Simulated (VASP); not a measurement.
Crystal: Ru.

```
CELL_PARAMETERS angstrom
2.68764 0.00000 0.00000
-1.34382 2.32756 0.00000
0.00000 0.00000 4.25316
ATOMIC_POSITIONS crystal
Ru 0.66667 0.33333 0.75000
Ru 0.33333 0.66667 0.25000
```

Base run:

* Program: VASP 6.6.1
* Functional: r2SCAN
* Potentials or basis: VASP PAW PBE potentials, release 64 (Ru_pv)
* Cutoff: 520 eV
* k mesh: 11 × 11 × 6
* Occupations: fermi-dirac, width 0.05 eV
* Spin: no spin polarisation

Its results: band gap on the k mesh zero (band 14 reaches 14.71 eV, above the bottom of band 15 at 11.40 eV); pressure 6.6 GPa.

After a change of settings the same cell gave: band gap on the k mesh zero (band 14 reaches 14.83 eV, above the bottom of band 15 at 11.67 eV); pressure 16.2 GPa. Which change was it?
A. functional from r2SCAN to BLYP; dispersion from none to D4
B. functional from r2SCAN to LDA; potentials or basis from VASP PAW PBE potentials, release 64 (Ru_pv) to VASP PAW LDA potentials, release 64 (Ru_pv)
C. functional from r2SCAN to RPBE
D. further incar settings from ALGO = Normal; EDIFF = 1e-06; NBANDS = 21 to ALGO = Normal; EDIFF = 1e-07; NBANDS = 21; dispersion from none to D3(BJ)

C.

Caveats: the PAW data sets were made with another functional, which shifts forces and pressure a little.
